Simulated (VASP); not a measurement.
# CaF2 (dlda) (Fm-3m) in VASP: a series of runs

Runs on CaF2 (dlda). Level: LDA. Tasks: single point, relaxation of cell and atoms.

All numbers are computed with VASP 6.6.1; they aren't measurements. Logs are shortened: lines on timing, memory, paths and dates and some standing lists are left out, and cuts for length are marked.

## 1. The cell of the first run

It takes space group Fm-3m (No. 225, cubic). The conventional cell has a = 5.326 Å, b = 5.326 Å, c = 5.326 Å, α = 90.00°, β = 90.00°, γ = 90.00°. Ca (site symmetry m-3m) has 8 F at 2.31 Å within 3.0 Å. F (site symmetry -43m) has 4 Ca at 2.31 Å and 6 F at 2.66 Å within 3.0 Å.

## 2. Single point, LDA

INCAR

```
SYSTEM = CaF2
  PREC = Accurate
  ENCUT = 600
  EDIFF = 1E-6
  ISMEAR = 0
  SIGMA = 0.02
  LREAL = .False.
  LASPH = .True.
  NELM = 120
  ALGO = Normal
  ISIF = 2
  LWAVE = .False.
  LCHARG = .False.
  NBANDS = 19
  GGA_COMPAT = .False.
```

KPOINTS

```
regular mesh
0
Gamma
  6 6 6
  0 0 0
```

POSCAR

```
CaF2
1.0
    0.0000000000      2.6627662695      2.6627662695
    2.6627662695      0.0000000000      2.6627662695
    2.6627662695      2.6627662695      0.0000000000
Ca F
1 2
Direct
    0.0000000000      0.0000000000      0.0000000000
    0.2500000000      0.2500000000      0.2500000000
    0.7500000000      0.7500000000      0.7500000000
```

Potentials or basis: VASP PAW LDA potentials, release 64 (Ca_sv, F).

Started as:

```sh
> cat potpaw_LDA.64/Ca_sv/POTCAR potpaw_LDA.64/F/POTCAR > POTCAR
> mpirun -np 1 vasp_std > vasp.out
```

OUTCAR:

```text
SYSTEM = CaF2
   PREC = Accurate
   ENCUT = 600
   EDIFF = 1E-6
   ISMEAR = 0
   LREAL = .False.
   LASPH = .True.
   NELM = 120
   ISIF = 2

 ion  position               nearest neighbor table
   1  0.000  0.000  0.000-   3 2.31   3 2.31   3 2.31   2 2.31   2 2.31   2 2.31   3 2.31   2 2.31

   2  0.250  0.250  0.250-   1 2.31   1 2.31   1 2.31   1 2.31
   3  0.750  0.750  0.750-   1 2.31   1 2.31   1 2.31   1 2.31

  LATTYP: Found a face centered cubic cell.
 ALAT       =     5.3255325390

  Lattice vectors:

 A1 = (   0.0000000000,   2.6627662695,   2.6627662695)
 A2 = (   2.6627662695,   0.0000000000,   2.6627662695)
 A3 = (   2.6627662695,   2.6627662695,   0.0000000000)

Analysis of symmetry for initial positions (statically):
=====================================================================
 Subroutine PRICEL returns:
 Original cell was already a primitive cell.

 Routine SETGRP: Setting up the symmetry group for a
 face centered cubic supercell.

 Subroutine GETGRP returns: Found 48 space group operations
[... 9 lines left out ...]

 Routine SETGRP: Setting up the symmetry group for a
 face centered cubic supercell.

 Subroutine GETGRP returns: Found 48 space group operations
[... 11 lines left out ...]
                                     Primitive cell

  volume of cell :      37.7598

  direct lattice vectors                    reciprocal lattice vectors
     0.000000000  2.662766270  2.662766270    -0.187774648  0.187774648  0.187774648
     2.662766270  0.000000000  2.662766270     0.187774648 -0.187774648  0.187774648
     2.662766270  2.662766270  0.000000000     0.187774648  0.187774648 -0.187774648

  length of vectors
     3.765720172  3.765720172  3.765720172     0.325235231  0.325235231  0.325235231

  position of ions in fractional coordinates (direct lattice)
     0.000000000  0.000000000  0.000000000
     0.250000000  0.250000000  0.250000000
     0.750000000  0.750000000  0.750000000

  ion indices of the primitive-cell ions
   primitive index   ion index
                 1           1
                 2           2
                 3           3

----------------------------------------------------------------------------------------

 KPOINTS: regular mesh

Automatic generation of k-mesh.
 Grid dimensions read from file:
 generate k-points for:    6    6    6

 Generating k-lattice:

  Cartesian coordinates                     Fractional coordinates (reciprocal lattice)
    -0.031295775  0.031295775  0.031295775     0.166666667  0.000000000  0.000000000
     0.031295775 -0.031295775  0.031295775     0.000000000  0.166666667  0.000000000
     0.031295775  0.031295775 -0.031295775     0.000000000  0.000000000  0.166666667

  Length of vectors
     0.054205872  0.054205872  0.054205872

  Shift w.r.t. Gamma in fractional coordinates (k-lattice)
     0.000000000  0.000000000  0.000000000

 Subroutine IBZKPT returns following result:
 ===========================================

 Found     16 irreducible k-points:

 Following reciprocal coordinates:
            Coordinates               Weight
  0.000000  0.000000  0.000000      1.000000
  0.166667  0.000000  0.000000      8.000000
  0.333333  0.000000  0.000000      8.000000
  0.500000  0.000000  0.000000      4.000000
  0.166667  0.166667  0.000000      6.000000
  0.333333  0.166667  0.000000     24.000000
[... 8 lines left out ...]
 -0.333333  0.333333  0.166667     24.000000
 -0.333333  0.500000  0.166667     12.000000
   k-points           NKPTS =     16   k-points in BZ     NKDIM =     16   number of bands    NBANDS=     19
   number of dos      NEDOS =    301   number of ions     NIONS =      3
   total plane-waves  NPLWV =  27000
   dimension x,y,z NGX =    30 NGY =   30 NGZ =   30
   dimension x,y,z NGXF=    60 NGYF=   60 NGZF=   60
   ions per type =               1   2
   NGX,Y,Z   is equivalent  to a cutoff of  13.24, 13.24, 13.24 a.u.
   NGXF,Y,Z  is equivalent  to a cutoff of  26.49, 26.49, 26.49 a.u.
 SYSTEM =  CaF2
[... 49 lines left out ...]
      2     -20.7426      2.00000
      3     -19.8054      2.00000
      4     -17.2725      2.00000
      5     -17.2725      2.00000
      6     -17.1061      2.00000
[... 11 lines left out ...]
     18      10.7868      0.00000
     19      15.0869      0.00000

 k-point     3 :       0.3333    0.0000    0.0000
  band No.  band energies     occupation
      1     -35.9762      2.00000
      2     -20.8446      2.00000
      3     -20.0731      2.00000
      4     -17.3041      2.00000
      5     -17.3041      2.00000
      6     -16.7861      2.00000
[... 11 lines left out ...]
     18      10.6165      0.00000
     19      13.6455      0.00000

 k-point     4 :       0.5000    0.0000    0.0000
  band No.  band energies     occupation
      1     -35.9619      2.00000
      2     -20.8534      2.00000
      3     -20.2472      2.00000
      4     -17.3197      2.00000
      5     -17.3197      2.00000
      6     -16.6212      2.00000
[... 11 lines left out ...]
     18      10.5332      0.00000
     19      13.3781      0.00000

 k-point     5 :       0.1667    0.1667    0.0000
  band No.  band energies     occupation
      1     -35.9999      2.00000
      2     -20.7831      2.00000
      3     -19.8129      2.00000
      4     -17.2966      2.00000
      5     -17.2966      2.00000
      6     -17.0306      2.00000
[... 11 lines left out ...]
     18      10.7305      0.00000
     19      15.8153      0.00000
[... 158 lines left out ...]
      2     -21.1019      2.00000
      3     -20.1013      2.00000
      4     -17.4152      2.00000
      5     -17.4152      2.00000
      6     -16.3903      2.00000
[... 11 lines left out ...]
     18      12.8103      0.00000
     19      14.3775      0.00000

 k-point    14 :       0.5000    0.3333    0.1667
  band No.  band energies     occupation
      1     -35.9574      2.00000
      2     -20.8766      2.00000
      3     -20.2800      2.00000
      4     -17.3637      2.00000
      5     -17.1294      2.00000
      6     -16.7289      2.00000
[... 11 lines left out ...]
     18      11.4638      0.00000
     19      14.8268      0.00000

 k-point    15 :      -0.3333    0.3333    0.1667
  band No.  band energies     occupation
      1     -35.9479      2.00000
      2     -20.7220      2.00000
      3     -20.5783      2.00000
      4     -17.3858      2.00000
      5     -16.9397      2.00000
      6     -16.7821      2.00000
[... 11 lines left out ...]
     18      12.6387      0.00000
     19      14.2549      0.00000

 k-point    16 :      -0.3333    0.5000    0.1667
  band No.  band energies     occupation
      1     -35.9432      2.00000
      2     -20.9003      2.00000
      3     -20.4152      2.00000
      4     -17.4188      2.00000
      5     -17.0928      2.00000
      6     -16.5955      2.00000
[... 11 lines left out ...]
     18      13.9650      0.00000
     19      14.1766      0.00000

------------------------ aborting loop because EDIFF is reached ----------------------------------------

  FORCE on cell =-STRESS in cart. coord.  units (eV):
  Direction    XX          YY          ZZ          XY          YZ          ZX
  --------------------------------------------------------------------------------------
  -------------------------------------------------------------------------------------
  Total        0.1237643      0.1237643      0.1237643      0.0000000      0.0000000     -0.0000000
  in kB        5.2514213      5.2514213      5.2514213      0.0000000      0.0000000     -0.0000000
  external PRESSURE =       5.2514213 kB  Pullay stress =       0.0000000 kB

 VOLUME and BASIS-vectors are now :
 -----------------------------------------------------------------------------
  energy-cutoff  :      600.00
  volume of cell :       37.76
      direct lattice vectors                 reciprocal lattice vectors
     0.000000000  2.662766270  2.662766270    -0.187774648  0.187774648  0.187774648
     2.662766270  0.000000000  2.662766270     0.187774648 -0.187774648  0.187774648
     2.662766270  2.662766270  0.000000000     0.187774648  0.187774648 -0.187774648

 POSITION                                       TOTAL-FORCE (eV/Angst)
 -----------------------------------------------------------------------------------
      0.00000      0.00000      0.00000        -0.000000     -0.000000     -0.000000
      1.33138      1.33138      1.33138         0.000000      0.000000      0.000000
      3.99415      3.99415      3.99415        -0.000000     -0.000000     -0.000000
 -----------------------------------------------------------------------------------
    total drift:                                0.000000     -0.000000      0.000000

  FREE ENERGIE OF THE ION-ELECTRON SYSTEM (eV)
  ---------------------------------------------------
  free  energy   TOTEN  =       -19.0109807056 eV

  energy  without entropy=      -19.0109807056  energy(sigma->0) =      -19.01098071
```

It took 25 s on 1 thread of Intel Xeon 8259CL, shared host; peak memory 0.15 GiB.

Results:

| Item | Value |
| --- | --- |
| Free energy | -19.0110 eV |
| Pressure | 0.5 GPa |
| Band gap on the k mesh | 7.36 eV, indirect (least direct gap 7.63 eV) |

A k mesh can miss the band edges. Expect the measured gap to be larger: semilocal functionals such as LDA lack the derivative discontinuity.

## 3. Single point, LDA

This run uses another cell than the first one, of 13.59 Å³/atom, 1.080 times its volume.

INCAR

```
ALGO = Normal
EDIFF = 1E-6
ENCUT = 600
GGA = CA
GGA_COMPAT = F
ISIF = 2
ISMEAR = 0
LASPH = T
LCHARG = F
LREAL = F
LWAVE = F
NBANDS = 19
NELM = 120
PREC = Accurate
SIGMA = 0.1
```

KPOINTS

```
k-points
0
Gamma
  6 6 6
```

POSCAR

```
CaF2
1.0
    0.0000000000      2.7316045000      2.7316045000
    2.7316045000      0.0000000000      2.7316045000
    2.7316045000      2.7316045000      0.0000000000
Ca F
1 2
Direct
    0.0000000000      0.0000000000      0.0000000000
    0.2500000000      0.2500000000      0.2500000000
    0.7500000000      0.7500000000      0.7500000000
```

Potentials or basis: VASP PAW LDA potentials, release 64 (Ca_sv, F).

Started as:

```sh
> cat potpaw_LDA.64/Ca_sv/POTCAR potpaw_LDA.64/F/POTCAR > POTCAR
> mpirun -np 1 vasp_std > vasp.out
```

It took 22 s on 1 thread of Intel Xeon 8259CL, shared host; peak memory 0.16 GiB.

It converged, with:

- Free energy: -18.9612 eV
- Pressure: -6.2 GPa
- Band gap on the k mesh: 6.90 eV, indirect (least direct gap 7.16 eV)

Levels at points of the mesh, in eV from the valence-band top:
```
           k point  band 9  band 10  band 11  band 12  band 13  band 14  band 15  band 16
(0.00, 0.00, 0.00)   -2.17    -0.26    -0.26    -0.26     6.90     9.03     9.03    11.19
(0.50, 0.00, 0.00)   -1.33    -1.27    -0.85    -0.85     9.25     9.25     9.65    10.30
(0.50, 0.50, 0.00)   -1.68    -0.38    -0.38     0.00     7.86     9.42    10.01    10.83
```

A k mesh can miss the band edges. A hybrid or GW would open this gap; LDA tends to underestimate it.

## 4. Single point, LDA

INCAR

```
SYSTEM = CaF2
  ALGO = Normal
  EDIFF = 1E-6
  ENCUT = 600
  GGA = CA
  GGA_COMPAT = .False.
  ISIF = 2
  ISMEAR = 0
  LASPH = .True.
  LCHARG = .False.
  LREAL = .False.
  LWAVE = .False.
  NBANDS = 19
  NELM = 120
  PREC = Accurate
  SIGMA = 0.01
```

KPOINTS

```
k-points
0
Gamma
  8 8 8
  0 0 0
```

POSCAR

```
CaF2
1.0
    0.0000000000      2.6627662695      2.6627662695
    2.6627662695      0.0000000000      2.6627662695
    2.6627662695      2.6627662695      0.0000000000
Ca F
1 2
Direct
    0.0000000000      0.0000000000      0.0000000000
    0.2500000000      0.2500000000      0.2500000000
    0.7500000000      0.7500000000      0.7500000000
```

Started as:

```sh
> cat potpaw_LDA.64/Ca_sv/POTCAR potpaw_LDA.64/F/POTCAR > POTCAR
> mpirun -np 1 vasp_std > vasp.out
```

Run time: 44 s. Hardware: 1 thread of Intel Xeon 8259CL, shared host; peak memory 0.16 GiB.

The run converged. Its results:

```yaml
Free_energy: -19.0109 eV
Pressure: 0.5 GPa
Band_gap_on_the_k_mesh: 7.36 eV, indirect (least direct gap 7.63 eV)
```

Levels at points of the mesh, in eV from the valence-band top:
| k point | band 8 | band 9 | band 10 | band 11 | band 12 | band 13 | band 14 | band 15 | band 16 | band 17 |
| --- | --- | --- | --- | --- | --- | --- | --- | --- | --- | --- |
| (0.00, 0.00, 0.00) | -2.43 | -2.43 | -0.27 | -0.27 | -0.27 | 7.36 | 9.31 | 9.31 | 11.80 | 11.80 |
| (0.50, 0.00, 0.00) | -1.76 | -1.42 | -1.37 | -0.90 | -0.90 | 9.58 | 9.58 | 10.15 | 10.67 | 11.46 |
| (0.50, 0.50, 0.00) | -1.78 | -1.78 | -0.43 | -0.43 | 0.00 | 8.06 | 9.87 | 10.42 | 11.34 | 11.34 |

A k mesh can miss the band edges. Expect the measured gap to be larger: semilocal functionals such as LDA lack the derivative discontinuity.

## 5. Relaxation of cell and atoms, LDA

This run uses another cell than the first one, of 13.59 Å³/atom, 1.080 times its volume.

INCAR

```
SYSTEM = CaF2
  PREC = Accurate
  ENCUT = 600
  EDIFF = 1E-7
  ISMEAR = 0
  SIGMA = 0.02
  LREAL = .False.
  LASPH = .True.
  NELM = 120
  ALGO = Normal
  ISIF = 3
  LWAVE = .False.
  LCHARG = .False.
  IBRION = 2
  NSW = 100
  EDIFFG = -0.002
  GGA_COMPAT = .False.
  NELMIN = 4
```

KPOINTS

```
Automatic mesh
0
Gamma
  6 6 6
  0 0 0
```

POSCAR

```
CaF2
1.0
    0.0000000000      2.7316045000      2.7316045000
    2.7316045000      0.0000000000      2.7316045000
    2.7316045000      2.7316045000      0.0000000000
Ca F
1 2
Direct
    0.0000000000      0.0000000000      0.0000000000
    0.2500000000      0.2500000000      0.2500000000
    0.7500000000      0.7500000000      0.7500000000
```

Started as:

```sh
> cat potpaw_LDA.64/Ca_sv/POTCAR potpaw_LDA.64/F/POTCAR > POTCAR
> mpirun -np 1 vasp_std > vasp.out
```

It took 47 s on 1 thread of Intel Xeon 8259CL, shared host; peak memory 0.17 GiB.

It converged, with:

```yaml
Free_energy: -19.0207 eV
Relaxed_volume: 12.64 Å³/atom
Relaxed_cell: a = 3.771 Å, b = 3.771 Å, c = 3.771 Å, α = 60.00°, β = 60.00°, γ = 60.00°
Space_group_after_relaxing_to_0.05_Å: Fm-3m (No. 225)
Energy_gained_by_relaxing: 19.9 meV/atom
Ionic_steps: 3
Pressure_after_relaxing: 0.0 GPa
Band_gap_on_the_k_mesh: 7.34 eV, indirect (least direct gap 7.61 eV)
```

The path:
| step | energy change (eV) | largest force (eV/Å) | pressure (GPa) | volume (Å³) |
| --- | --- | --- | --- | --- |
| 1 | 0.0000 | 0.0000 | -6.24 | 40.76 |
| 2 | -0.0593 | 0.0000 | 0.53 | 37.72 |
| 3 | -0.0596 | 0.0000 | 0.00 | 37.91 |

Final structure:
```xyz
3
Lattice="0.0000 2.6663 2.6663 2.6663 0.0000 2.6663 2.6663 2.6663 0.0000" Properties=species:S:1:pos:R:3 pbc="T T T"
Ca    0.0000    0.0000    0.0000
F     1.3331    1.3331    1.3331
F     3.9994    3.9994    3.9994
```

Levels at points of the mesh, in eV from the valence-band top:
| k point | band 8 | band 9 | band 10 | band 11 | band 12 | band 13 | band 14 | band 15 | band 16 |
| --- | --- | --- | --- | --- | --- | --- | --- | --- | --- |
| (0.00, 0.00, 0.00) | -2.41 | -2.41 | -0.27 | -0.27 | -0.27 | 7.34 | 9.30 | 9.30 | 11.77 |
| (0.50, 0.00, 0.00) | -1.75 | -1.42 | -1.36 | -0.90 | -0.90 | 9.56 | 9.56 | 10.13 | 10.66 |
| (0.50, 0.50, 0.00) | -1.78 | -1.78 | -0.42 | -0.42 | 0.00 | 8.05 | 9.85 | 10.40 | 11.32 |

A k mesh can miss the band edges. As with any semilocal functional, this LDA gap is likely too small.

## 6. Relaxation of cell and atoms, LDA

INCAR

```
SYSTEM = CaF2
ALGO = Normal
EDIFF = 1E-7
EDIFFG = -0.001
ENCUT = 600
GGA_COMPAT = .FALSE.
IBRION = 2
ISIF = 3
ISMEAR = 0
LASPH = .TRUE.
LCHARG = .FALSE.
LREAL = .FALSE.
LWAVE = .FALSE.
NELM = 120
NELMIN = 4
NSW = 80
PREC = Accurate
SIGMA = 0.01
```

KPOINTS

```
k-points
0
G
  8 8 8
  0 0 0
```

POSCAR

```
CaF2
1.0
    0.0000000000      2.6627662695      2.6627662695
    2.6627662695      0.0000000000      2.6627662695
    2.6627662695      2.6627662695      0.0000000000
Ca F
1 2
Direct
    0.0000000000      0.0000000000      0.0000000000
    0.2500000000      0.2500000000      0.2500000000
    0.7500000000      0.7500000000      0.7500000000
```

Potentials or basis: VASP PAW LDA potentials, release 64 (Ca_sv, F).

Started as:

```sh
> cat potpaw_LDA.64/Ca_sv/POTCAR potpaw_LDA.64/F/POTCAR > POTCAR
> mpirun -np 1 vasp_std > vasp.out
```

It took 81 s on 1 thread of Intel Xeon 8259CL, shared host; peak memory 0.17 GiB.

It converged, with:

| Quantity | Value |
| --- | --- |
| Free energy | -19.0112 eV |
| Relaxed volume | 12.65 Å³/atom |
| Relaxed cell | a = 3.772 Å, b = 3.772 Å, c = 3.772 Å, α = 60.00°, β = 60.00°, γ = 60.00° |
| Space group after relaxing (to 0.05 Å) | Fm-3m (No. 225) |
| Energy gained by relaxing | 0.1 meV/atom |
| Ionic steps | 3 |
| Pressure after relaxing | 0.0 GPa |
| Band gap on the k mesh | 7.33 eV, indirect (least direct gap 7.60 eV) |

Step by step:
| step | energy change (eV) | largest force (eV/Å) | pressure (GPa) | volume (Å³) |
| --- | --- | --- | --- | --- |
| 1 | 0.0000 | 0.0000 | 0.52 | 37.76 |
| 2 | -0.0003 | 0.0000 | -0.10 | 37.98 |
| 3 | -0.0003 | 0.0000 | -0.01 | 37.94 |

Final structure:
```
Ca F
1.0
     0.00000    2.66705    2.66705
     2.66705    0.00000    2.66705
     2.66705    2.66705    0.00000
Ca F
1 2
Direct
  0.00000 0.00000 0.00000
  0.25000 0.25000 0.25000
  0.75000 0.75000 0.75000
```

Levels at points of the mesh, in eV from the valence-band top:
| k point | band 9 | band 10 | band 11 | band 12 | band 13 | band 14 | band 15 | band 16 |
| --- | --- | --- | --- | --- | --- | --- | --- | --- |
| (0.00, 0.00, 0.00) | -2.41 | -0.27 | -0.27 | -0.27 | 7.33 | 9.29 | 9.29 | 11.76 |
| (0.50, 0.00, 0.00) | -1.42 | -1.36 | -0.90 | -0.90 | 9.55 | 9.55 | 10.12 | 10.65 |
| (0.50, 0.50, 0.00) | -1.77 | -0.42 | -0.42 | 0.00 | 8.05 | 9.84 | 10.39 | 11.31 |

A k mesh can miss the band edges.

## 7. Summary

| task | cell | k mesh | smearing | gap on the mesh (eV) | pressure (GPa) | relaxed volume (Å³/atom) |
| --- | --- | --- | --- | --- | --- | --- |
| single point | a = 3.766 Å, angles 60.0°, 3 atoms | 6 × 6 × 6 | gaussian 0.02 eV | 7.36 | 0.5 | - |
| single point | a = 3.863 Å, angles 60.0°, 3 atoms | 6 × 6 × 6 | gaussian 0.1 eV | 6.90 | -6.2 | - |
| single point | a = 3.766 Å, angles 60.0°, 3 atoms | 8 × 8 × 8 | gaussian 0.01 eV | 7.36 | 0.5 | - |
| relaxation of cell and atoms | relaxed from a = 3.863 Å, angles 60.0°, 3 atoms | 6 × 6 × 6 | gaussian 0.02 eV | 7.34 | 0.0 | 12.64 |
| relaxation of cell and atoms | relaxed from a = 3.766 Å, angles 60.0°, 3 atoms | 8 × 8 × 8 | gaussian 0.01 eV | 7.33 | 0.0 | 12.65 |

Alike in all rows: level LDA; potentials or basis VASP PAW LDA potentials, release 64 (Ca_sv, F); no spin polarisation; cutoff (eV) 600.

Total energies depend on the potentials used, so only differences within one code and one set of settings carry meaning.
